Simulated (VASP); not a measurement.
Set up this calculation in VASP 6.6.1, as the native input.

| Item | Value |
| --- | --- |
| Task | relaxation of cell and atoms |
| Functional | r2SCAN |
| Potentials or basis | VASP PAW PBE potentials, release 64 (Ba_sv, Au, H) |
| Cutoff | 600 eV |
| k mesh | 6 × 6 × 8 |
| Occupations | gaussian, width 0.1 eV |
| Spin | no spin polarisation |
| Dipole correction | no |
| Further INCAR settings | ALGO = Normal; EDIFF = 1e-07; IBRION = 2; EDIFFG = -0.025; NSW = 90; ISIF = 3 |

Crystal: BaH2Au2.

```
Ba Au H
1.0
     4.94655    0.00000    0.00000
    -2.47328    4.28384    0.00000
     0.00000    0.00000    3.98808
Ba Au H
1 2 2
Direct
  0.00000 0.00000 0.00000
  0.33333 0.66667 0.50000
  0.66667 0.33333 0.50000
  0.33333 0.66667 0.00000
  0.66667 0.33333 0.00000
```

These files were run (other wordings do the same):

POSCAR

```
BaH2Au2
1.0
    4.9465542047      0.0000000000      0.0000000000
   -2.4732771024      4.2838416024      0.0000000000
    0.0000000000      0.0000000000      3.9880767833
Ba Au H
1 2 2
Direct
    0.0000000000      1.0000000000      0.0000000000
    0.3333333333      0.6666666667      0.5000000000
    0.6666666667      0.3333333333      0.5000000000
    0.3333333333      0.6666666667      0.0000000000
    0.6666666667      0.3333333333      0.0000000000
```

INCAR.step1

```
SYSTEM = BaH2Au2
PREC = Accurate
ENCUT = 600
ISMEAR = 0
SIGMA = 0.1
LREAL = .False.
LASPH = .True.
NELM = 100
GGA = PE
ALGO = Normal
EDIFF = 1E-4
LWAVE = .True.
LCHARG = .False.
```

INCAR.step2

```
SYSTEM = BaH2Au2
PREC = Accurate
ENCUT = 600
EDIFF = 1E-7
ISMEAR = 0
SIGMA = 0.1
LREAL = .False.
LASPH = .True.
NELM = 100
ALGO = Normal
ISIF = 3
LWAVE = .False.
LCHARG = .False.
METAGGA = R2SCAN
LMIXTAU = .True.
IBRION = 2
NSW = 90
EDIFFG = -0.025
ISTART = 1
```

KPOINTS

```
regular mesh
0
Gamma
  6 6 8
  0 0 0
```

Potentials or basis: VASP PAW PBE potentials, release 64 (Ba_sv, Au, H).

The run is started by

```sh
$ cat potpaw_PBE.64/Ba_sv/POTCAR potpaw_PBE.64/Au/POTCAR potpaw_PBE.64/H/POTCAR > POTCAR
$ cp INCAR.step1 INCAR
$ mpirun -np 1 vasp_std > vasp.out
$ cp INCAR.step2 INCAR
$ mpirun -np 1 vasp_std > vasp.out
```

It gave:

```yaml
Relaxed_volume: 17.00 Å³/atom
Relaxed_cell: a = 5.018 Å, b = 5.018 Å, c = 3.899 Å, α = 90.00°, β = 90.00°, γ = 120.00°
Space_group_after_relaxing_to_0.05_Å: P6/mmm (No. 191)
Energy_gained_by_relaxing: 5.8 meV/atom
Ionic_steps: 3
Pressure_after_relaxing: 0.0 GPa
Band_gap_on_the_k_mesh: zero (band 17 reaches 6.50 eV, above the bottom of band 18 at 2.29 eV)
```

Caveat: the PAW data sets were made with another functional, which shifts forces and pressure a little; spin-orbit coupling is left out, which moves the levels of the heavy elements.

Wall time 15 min on 1 thread of Intel(R) Xeon(R) Platinum 8488C (Sapphire Rapids), on a shared host, peak memory 0.3 GiB.
